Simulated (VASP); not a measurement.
# Al (I4/mmm) in VASP: a series of runs

The runs below take Al through single point, with PBE+D3(BJ).

Everything below comes from runs of VASP 6.6.1. Logs are shortened: lines on timing, memory, paths and dates and some standing lists are left out, and cuts for length are marked.

## Step 1: The cell of the first run

It takes space group I4/mmm (No. 139, tetragonal). The conventional cell has a = 3.006 Å, b = 3.006 Å, c = 3.121 Å, α = 90.00°, β = 90.00°, γ = 90.00°. Al (site symmetry 4/mmm) has 14 Al at 2.64 to 3.12 Å within 3.5 Å.

## Step 2: Single point, PBE+D3(BJ) (14.10 Å³/atom)

Input file INCAR:

```
PREC     = Accurate       # precision mode
ENCUT    = 520            # plane-wave cutoff, eV
EDIFF    = 1E-7           # SCF threshold, eV
ISMEAR   = 0              # smearing method
SIGMA    = 0.15           # smearing width, eV
LREAL    = False          # projectors in reciprocal space
LASPH    = True           # aspherical terms in the spheres
NELM     = 80             # most SCF steps
ALGO     = Normal         # electronic algorithm
ISIF     = 2              # what is computed and relaxed
LWAVE    = False          # write WAVECAR
LCHARG   = True           # write CHGCAR
GGA      = PE             # functional
IVDW     = 12             # dispersion correction
LELF     = True           # ELF
LVHAR    = True         
NBANDS   = 8              # bands
```

Input file KPOINTS:

```
regular mesh
0
Gamma
  22 22 22
```

Input file POSCAR:

```
Al
1.0
    0.0000000000      2.1254899810      1.5607472930
    2.1254899810      0.0000000000      1.5607472930
    2.1254899810      2.1254899810      0.0000000000
Al
1
Direct
    0.0000000000      0.0000000000      0.0000000000
```

Potentials or basis: VASP PAW PBE potentials, release 64 (Al).

Command:

```bash
$ cat potpaw_PBE.64/Al/POTCAR > POTCAR
$ mpirun -np 1 vasp_std > vasp.out
```

OUTCAR:

```text
PREC = Accurate
   ENCUT = 520
   EDIFF = 1E-7
   ISMEAR = 0
   LREAL = False
   LASPH = True
   NELM = 80
   ISIF = 2
   GGA = PE
   IVDW = 12
 IVDW          = 12

 ion  position               nearest neighbor table
   1  0.000  0.000  0.000-

  LATTYP: Found a body centered tetragonal cell.
 ALAT       =     3.0058967578
 C/A-ratio  =     1.0384570188

  Lattice vectors:

 A1 = (   0.0000000000,  -2.1254899810,  -1.5607472930)
 A2 = (   0.0000000000,   2.1254899810,  -1.5607472930)
 A3 = (   2.1254899810,   0.0000000000,   1.5607472930)

Analysis of symmetry for initial positions (statically):
=====================================================================
 Subroutine PRICEL returns:
 Original cell was already a primitive cell.

 Routine SETGRP: Setting up the symmetry group for a
 body centered tetragonal supercell.

 Subroutine GETGRP returns: Found 16 space group operations
 (whereof 16 operations were pure point group operations)
 out of a pool of 16 trial point group operations.

The static configuration has the point symmetry D_4h.

Analysis of symmetry for dynamics (positions and initial velocities):
=====================================================================
 Subroutine PRICEL returns:
 Original cell was already a primitive cell.

 Routine SETGRP: Setting up the symmetry group for a
 body centered tetragonal supercell.

 Subroutine GETGRP returns: Found 16 space group operations
 (whereof 16 operations were pure point group operations)
 out of a pool of 16 trial point group operations.

The dynamic configuration has the point symmetry D_4h.

 Subroutine INISYM returns: Found 16 space group operations
 (whereof 16 operations are pure point group operations),
 and found     1 'primitive' translations

----------------------------------------------------------------------------------------

                                     Primitive cell

  volume of cell :      14.1020

  direct lattice vectors                    reciprocal lattice vectors
     0.000000000  2.125489981  1.560747293    -0.235239876  0.235239876  0.320359357
     2.125489981  0.000000000  1.560747293     0.235239876 -0.235239876  0.320359357
     2.125489981  2.125489981  0.000000000     0.235239876  0.235239876 -0.320359357

  length of vectors
     2.636975497  2.636975497  3.005896758     0.461850318  0.461850318  0.461850318

  position of ions in fractional coordinates (direct lattice)
     0.000000000  0.000000000  0.000000000

  ion indices of the primitive-cell ions
   primitive index   ion index
                 1           1

----------------------------------------------------------------------------------------

 KPOINTS: regular mesh

Automatic generation of k-mesh.
 Grid dimensions read from file:
 generate k-points for:   22   22   22

 Generating k-lattice:

  Cartesian coordinates                     Fractional coordinates (reciprocal lattice)
    -0.010692722  0.010692722  0.014561789     0.045454545 -0.000000000  0.000000000
     0.010692722 -0.010692722  0.014561789    -0.000000000  0.045454545  0.000000000
     0.010692722  0.010692722 -0.014561789     0.000000000  0.000000000  0.045454545

  Length of vectors
     0.020993196  0.020993196  0.020993196

  Shift w.r.t. Gamma in fractional coordinates (k-lattice)
     0.000000000  0.000000000  0.000000000

 Subroutine IBZKPT returns following result:
 ===========================================

 Found    834 irreducible k-points:

 Following reciprocal coordinates:
            Coordinates               Weight
  0.000000  0.000000  0.000000      1.000000
  0.045455 -0.000000  0.000000      8.000000
  0.090909 -0.000000  0.000000      8.000000
  0.136364  0.000000  0.000000      8.000000
  0.181818 -0.000000  0.000000      8.000000
  0.227273  0.000000  0.000000      8.000000
[... 16 lines left out ...]
  0.500000  0.045455  0.000000      8.000000
 -0.454545  0.045455  0.000000      8.000000
 [... further k-points ...]
   k-points           NKPTS =    834   k-points in BZ     NKDIM =    834   number of bands    NBANDS=      8
   number of dos      NEDOS =    301   number of ions     NIONS =      1
   total plane-waves  NPLWV =   9600
   dimension x,y,z NGX =    20 NGY =   20 NGZ =   24
   dimension x,y,z NGXF=    40 NGYF=   40 NGZF=   48
   ions per type =               1
   NGX,Y,Z   is equivalent  to a cutoff of  12.61, 12.61, 13.27 a.u.
   NGXF,Y,Z  is equivalent  to a cutoff of  25.22, 25.22, 26.55 a.u.
 SYSTEM =  unknown system
   PREC   = accura    normal or accurate (medium, high low for compatibility)
   ISTART =      0    job   : 0-new  1-cont  2-samecut
   ICHARG =      2    charge: 1-file 2-atom 10-const
   ISPIN  =      1    spin polarized calculation?
   LNONCOLLINEAR =      F non collinear calculations
   LSORBIT =      F    spin-orbit coupling
   LASPH  =      T    aspherical Exc in radial PAW
   ENCUT  =  520.0 eV  38.22 Ry    6.18 a.u.   4.90  4.90  5.59*2*pi/ulx,y,z
   NELM   =     80;   NELMIN=  2; NELMDL= -5     # of ELM steps
   EDIFF  = 0.1E-06   stopping-criterion for ELM
   LREAL  =      F    real-space projection
   EDIFFG = 0.1E-05   stopping-criterion for IOM
   NSW    =      0    number of steps for IOM
   IBRION =     -1    ionic relax: 0-MD 1-quasi-New 2-CG
   NFREE  =      0    steps in history (QN), initial steepest desc. (CG)
   ISIF   =      2    stress and relaxation
   ISYM   =      2    0-nonsym 1-usesym 2-fastsym
   POTIM  = 0.5000    time-step for ionic-motion
   TEBEG  =    0.0;   TEEND  =   0.0 temperature during run
   PSTRESS=    0.0 pullay stress
   NELECT =       3.0000    total number of electrons
   NUPDOWN=      -1.0000    fix difference up-down
   EMIN   =  10.00;   EMAX   =-10.00  energy-range for DOS
   EFERMI =   0.00;   METHOD = LEGACY
   ISMEAR =     0;   SIGMA  =   0.15  broadening in eV -4-tet -1-fermi 0-gaus
   EFERMI_NEDOS =   21; number of points for ismear=-14 and -15
   IALGO  =     38    algorithm
   IMIX   =      4    mixing-type and parameters
     AMIX     =   0.40;   BMIX     =  1.00
     AMIX_MAG =   1.60;   BMIX_MAG =  1.00
  volume/ion in A,a.u.               =      14.10        95.16
  Fermi-wavevector in a.u.,A,eV,Ry     =   0.977286  1.846803 12.994760  0.955088
  Thomas-Fermi vector in A             =   2.107971
   LORBIT       =      0    0 simple, 1 ext, 2 COOP (PROOUT), +10 PAW based schemes
   GGA     = PE    functional components
   LHFCALC =     F    Hartree Fock is set to
   AEXX    =    0.0000 exact exchange contribution
   IVDW    =    12    specifies the selected vdW correction
   LEPSILON=     F    determine dielectric tensor
   LRPA    =     F    only Hartree local field effects (RPA)
 non-spin polarized calculation
 Gauss-broadening in eV      SIGMA  =   0.15
  energy-cutoff  :      520.00
  volume of cell :       14.10
 maximum number of plane-waves:       398
   NGX =  9   NGY =  9   NGZ = 11

 number of electron       3.0000000 magnetization

 Free energy of the ion-electron system (eV)
  ---------------------------------------------------
  ext. energy  EPLUGINS =         0.00000000
  ---------------------------------------------------
  free energy    TOTEN  =        -3.51540773 eV

  energy without entropy =       -3.51130982  energy(sigma->0) =       -3.51335878

 E-fermi :   9.7713     XC(G=0): -10.7842

 val. band max:        9.7587984349   @ k =   0.3636  -0.0000   0.0000
 cond. band min:       9.7768609005   @ k =  -0.1364   0.3636   0.2727
 fundamental gap:      0.0180624656
 Fermi energy:         9.7713200397

 k-point     1 :       0.0000    0.0000    0.0000
  band No.  band energies     occupation
      1      -2.5200      2.00000
      2      23.7164      0.00000
      3      23.7164      0.00000
      4      24.6861      0.00000
      5      26.6382      0.00000
      6      26.7550      0.00000
      7      26.9989      0.00000
      8      26.9989      0.00000

 k-point     2 :       0.0455   -0.0000    0.0000
  band No.  band energies     occupation
      1      -2.4548      2.00000
      2      22.9916      0.00000
      3      23.4302      0.00000
      4      24.3609      0.00000
      5      25.9922      0.00000
      6      26.5509      0.00000
      7      27.3001      0.00000
      8      27.4264      0.00000

 k-point     3 :       0.0909   -0.0000    0.0000
  band No.  band energies     occupation
      1      -2.2595      2.00000
      2      21.2856      0.00000
      3      22.7946      0.00000
      4      23.6477      0.00000
      5      25.2500      0.00000
      6      26.1153      0.00000
      7      27.4011      0.00000
      8      27.7658      0.00000

 k-point     4 :       0.1364    0.0000    0.0000
  band No.  band energies     occupation
      1      -1.9345      2.00000
      2      19.2764      0.00000
      3      22.0713      0.00000
      4      22.8359      0.00000
      5      24.5210      0.00000
      6      25.5473      0.00000
      7      27.6739      0.00000
      8      28.0199      0.00000

 k-point     5 :       0.1818   -0.0000    0.0000
  band No.  band energies     occupation
      1      -1.4811      2.00000
      2      17.2320      0.00000
      3      21.3643      0.00000
      4      22.0564      0.00000
      5      23.7979      0.00000
      6      24.9961      0.00000
      7      28.0289      0.00000
      8      28.4498      0.00000
[... 177 lines left out ...]
 k-point    22 :       0.4545    0.0455    0.0000
  band No.  band energies     occupation
      1       3.8195      2.00000
      2       6.7580      2.00000
      3      17.8723      0.00000
      4      20.5428      0.00000
      5      20.5716      0.00000
      6      23.5365      0.00000
      7      30.7368      0.00000
      8      32.5049      0.00000

 k-point    23 :       0.5000    0.0455    0.0000
  band No.  band energies     occupation
      1       4.8120      2.00000
      2       5.6455      2.00000
      3      17.8566      0.00000
      4      20.4700      0.00000
      5      20.5266      0.00000
      6      23.4274      0.00000
      7      30.5282      0.00000
      8      32.8264      0.00000

 k-point    24 :      -0.4545    0.0455    0.0000
  band No.  band energies     occupation
      1       3.9088      2.00000
      2       6.6520      2.00000
      3      17.9548      0.00000
      4      20.4720      0.00000
      5      20.6233      0.00000
      6      23.4139      0.00000
      7      29.7792      0.00000
      8      33.4715      0.00000

 [... further k-points ...]

------------------------ aborting loop because EDIFF is reached ----------------------------------------

 Edisp (eV)   -0.39567

 E8    (eV) :    -0.1773

  FORCE on cell =-STRESS in cart. coord.  units (eV):
  Direction    XX          YY          ZZ          XY          YZ          ZX
  --------------------------------------------------------------------------------------
  -------------------------------------------------------------------------------------
  Total       1.18850     1.18850     1.31117     0.00000    -0.00000     0.00000
  in kB     135.02927   135.02927   148.96709     0.00000    -0.00000     0.00000
  external pressure =      139.68 kB  Pullay stress =        0.00 kB

 VOLUME and BASIS-vectors are now :
 -----------------------------------------------------------------------------
  energy-cutoff  :      520.00
  volume of cell :       14.10
      direct lattice vectors                 reciprocal lattice vectors
     0.000000000  2.125489981  1.560747293    -0.235239876  0.235239876  0.320359357
     2.125489981  0.000000000  1.560747293     0.235239876 -0.235239876  0.320359357
     2.125489981  2.125489981  0.000000000     0.235239876  0.235239876 -0.320359357

 POSITION                                       TOTAL-FORCE (eV/Angst)
 -----------------------------------------------------------------------------------
      0.00000      0.00000      0.00000         0.000000      0.000000      0.000000
 -----------------------------------------------------------------------------------
    total drift:                                0.000000     -0.000000     -0.000000

  FREE ENERGIE OF THE ION-ELECTRON SYSTEM (eV)
  ---------------------------------------------------
  free  energy   TOTEN  =        -3.9110771920 eV

  energy  without entropy=       -3.9069792762  energy(sigma->0) =       -3.90902823
```

It took 36 s on 1 thread of Intel Xeon Platinum 8559C (Emerald Rapids), shared host; peak memory 0.19 GiB.

Results:

```
Free energy                : -3.9111 eV
Pressure                   : 14.0 GPa
Band gap on the k mesh     : zero (an odd number of electrons rules out a gap without spin polarisation)
Dispersion energy per atom : -0.396 eV
```

Levels at points of the mesh, in eV from the Fermi level:
| k point | band 1 | band 2 | band 3 | band 4 | band 5 |
| --- | --- | --- | --- | --- | --- |
| (0.00, 0.00, 0.00) | -12.29 | 13.95 | 13.95 | 14.91 | 16.87 |
| (0.50, 0.00, 0.00) | -5.02 | -4.19 | 8.93 | 9.73 | 11.44 |
| (0.50, 0.50, 0.00) | 1.38 | 2.40 | 2.55 | 2.55 | 2.93 |
| (0.50, 0.00, 0.50) | -4.80 | -3.82 | 8.07 | 8.91 | 10.45 |

Caveat: the cell stands under pressure.

## Step 3: Single point, PBE+D3(BJ) (14.10 Å³/atom)

Input file INCAR:

```
SYSTEM = Al
PREC = Accurate ; ENCUT = 520
EDIFF = 1E-7 ; ISMEAR = 0
SIGMA = 0.15 ; LREAL = .FALSE.
LASPH = .TRUE. ; NELM = 60
ALGO = Fast ; ISIF = 2
LWAVE = .FALSE. ; LCHARG = .FALSE.
GGA = PE ; IVDW = 12
NBANDS = 8
```

Input file KPOINTS:

```
Automatic mesh
0
G
  22 22 22
  0 0 0
```

Input file POSCAR:

```
Al
1.0
    0.0000000000      2.1809438354      1.4823875249
    2.1809438354      0.0000000000      1.4823875249
    2.1809438354      2.1809438354      0.0000000000
Al
1
Direct
    0.0000000000      0.0000000000      0.0000000000
```

Potentials or basis: VASP PAW PBE potentials, release 64 (Al).

Command:

```bash
$ cat potpaw_PBE.64/Al/POTCAR > POTCAR
$ mpirun -np 1 vasp_std > vasp.out
```

It took 44 s on 1 thread of Intel Xeon Platinum 8559C (Emerald Rapids), shared host; peak memory 0.2 GiB.

Results (log left out):

| Item | Value |
| --- | --- |
| Free energy | -3.9108 eV |
| Pressure | 14.0 GPa |
| Band gap on the k mesh | zero (an odd number of electrons rules out a gap without spin polarisation) |
| Dispersion energy per atom | -0.396 eV |

Stress tensor (GPa, compression positive):
```
14.50  0.00  0.00
 0.00 14.50  0.00
 0.00  0.00 12.98
```

Levels at points of the mesh, in eV from the Fermi level:
| k point | band 1 | band 2 | band 3 | band 4 |
| --- | --- | --- | --- | --- |
| (0.00, 0.00, 0.00) | -12.28 | 13.58 | 14.64 | 14.64 |
| (0.50, 0.00, 0.00) | -4.86 | -3.92 | 8.35 | 9.18 |
| (0.50, 0.50, 0.00) | 1.75 | 1.75 | 2.47 | 2.87 |
| (0.50, 0.00, 0.50) | -5.08 | -4.32 | 9.29 | 10.07 |

Caveat: the cell stands under pressure.

## Step 4: Single point, PBE+D3(BJ) (14.94 Å³/atom)

This run uses another cell than the first one, of 14.94 Å³/atom.

Input file INCAR:

```
PREC = Accurate ; ENCUT = 520
EDIFF = 1E-6 ; ISMEAR = 0
SIGMA = 0.15 ; LREAL = False
LASPH = True ; NELM = 80
ALGO = Normal ; ISIF = 2
LWAVE = False ; LCHARG = False
GGA = PE ; IVDW = 12
NBANDS = 8
```

Input file KPOINTS:

```
Automatic mesh
0
Gamma
  22 22 22
```

Input file POSCAR:

```
Al
1.0
    0.0000000000      2.1669777145      1.5912117358
    2.1669777145      0.0000000000      1.5912117358
    2.1669777145      2.1669777145      0.0000000000
Al
1
Direct
    0.0000000000      0.0000000000      0.0000000000
```

Command:

```bash
$ cat potpaw_PBE.64/Al/POTCAR > POTCAR
$ mpirun -np 1 vasp_std > vasp.out
```

It took 32 s on 1 thread of Intel Xeon Platinum 8559C (Emerald Rapids), shared host; peak memory 0.19 GiB.

It converged, with:

| Quantity | Value |
| --- | --- |
| Free energy | -3.9654 eV |
| Pressure | 7.0 GPa |
| Band gap on the k mesh | zero (an odd number of electrons rules out a gap without spin polarisation) |
| Dispersion energy per atom | -0.372 eV |

Stress tensor (GPa, compression positive):
```
6.59 0.00 0.00
0.00 6.59 0.00
0.00 0.00 7.89
```

Levels at points of the mesh, in eV from the Fermi level:
| k point | band 1 | band 2 | band 3 | band 4 |
| --- | --- | --- | --- | --- |
| (0.00, 0.00, 0.00) | -11.86 | 13.58 | 13.58 | 14.51 |
| (0.50, 0.00, 0.00) | -4.78 | -4.11 | 8.78 | 9.22 |
| (0.50, 0.50, 0.00) | 1.30 | 2.42 | 2.42 | 2.51 |
| (0.50, 0.00, 0.50) | -4.58 | -3.75 | 7.95 | 8.44 |

Caveat: the cell stands under pressure.

## Step 5: Summary

```csv
cell,gap on the mesh (eV),pressure (GPa)
"a = 2.637, b = 2.637, c = 3.006 Å, angles 55.3, 55.3, 69.5°, 1 atom",none,14.0
"a = 2.637, b = 2.637, c = 3.084 Å, angles 54.2, 54.2, 71.6°, 1 atom",none,14.0
"a = 2.688, b = 2.688, c = 3.065 Å, angles 55.3, 55.3, 69.5°, 1 atom",none,7.0
```

Alike in all rows: task single point; level PBE+D3(BJ); potentials or basis VASP PAW PBE potentials, release 64 (Al); no spin polarisation; k mesh 22 × 22 × 22; cutoff (eV) 520; smearing gaussian 0.15 eV.

Caveats: the cell stands under pressure.

Total energies depend on the potentials used, so only differences within one code and one set of settings carry meaning.
